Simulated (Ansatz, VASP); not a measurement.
One calculation of CsPbCl3, two programs

The input INCAR:

```
ALGO     = Normal         # electronic algorithm
EDIFF    = 1E-6           # SCF threshold, eV
ENCUT    = 520            # plane-wave cutoff, eV
GGA      = CA             # functional
ISIF     = 2              # what is computed and relaxed
ISMEAR   = 0              # smearing method
LASPH    = True           # aspherical terms in the spheres
LCHARG   = False          # write CHGCAR
LREAL    = False          # projectors in reciprocal space
LWAVE    = False          # write WAVECAR
NBANDS   = 30             # bands
NELM     = 80             # most SCF steps
PREC     = Accurate       # precision mode
SIGMA    = 0.05           # smearing width, eV
```

File KPOINTS:

```
k-points
0
Gamma
  6 6 6
```

File POSCAR:

```
CsPbCl3
1.0
    5.6050000000      0.0000000000      0.0000000000
    0.0000000000      5.6050000000      0.0000000000
    0.0000000000      0.0000000000      5.6050000000
Cs Pb Cl
1 1 3
Direct
    0.0000000000      0.0000000000      0.0000000000
    0.5000000000      0.5000000000      0.5000000000
    0.0000000000      0.5000000000      0.5000000000
    0.5000000000      0.0000000000      0.5000000000
    0.5000000000      0.5000000000      0.0000000000
```

Input for Ansatz:

```yaml
crystal:
  lattice:
    - [5.605, 0.0, 0.0]
    - [0.0, 5.605, 0.0]
    - [0.0, 0.0, 5.605]
  atoms:
    - { symbol: Cs, position: [0.0, 0.0, 0.0] }
    - { symbol: Pb, position: [0.5, 0.5, 0.5] }
    - { symbol: Cl, position: [0.0, 0.5, 0.5] }
    - { symbol: Cl, position: [0.5, 0.0, 0.5] }
    - { symbol: Cl, position: [0.5, 0.5, 0.0] }
basis:
  ecutwfc: 420
kpoints:
  mp_grid: { grid: [6, 6, 6] }
hamiltonian:
  xc: lda
scf:
  occupations: { method: gaussian, width: 0.05 }
output:
  forces: true
  stress: true
  eigenvalues: true
```

Alike in both runs: task single point; functional LDA; k mesh 6 × 6 × 6; occupations gaussian, width 0.05 eV; no spin polarisation.

|  | VASP | Ansatz |
| --- | --- | --- |
| version | VASP 6.6.1 | Ansatz 0.2.0 |
| potentials or method | VASP PAW LDA potentials, release 64 (Cs_sv, Pb_d, Cl), cutoff 520 eV | scalar-relativistic, plane waves, PAW |
| valence electrons in the cell | 44 | 44 |

```tsv
	VASP	Ansatz	Ansatz less VASP
gap on the k mesh at the Fermi level (eV)	1.71	1.74	+0.026
least direct gap on the mesh (eV)	1.71	1.74	+0.026
pressure (GPa)	-1.2	-1.2	-0.01
```

LDA's correlation is that of Perdew and Zunger in VASP and of Perdew and Wang (1992) in Ansatz.

Spin-orbit coupling is off throughout.
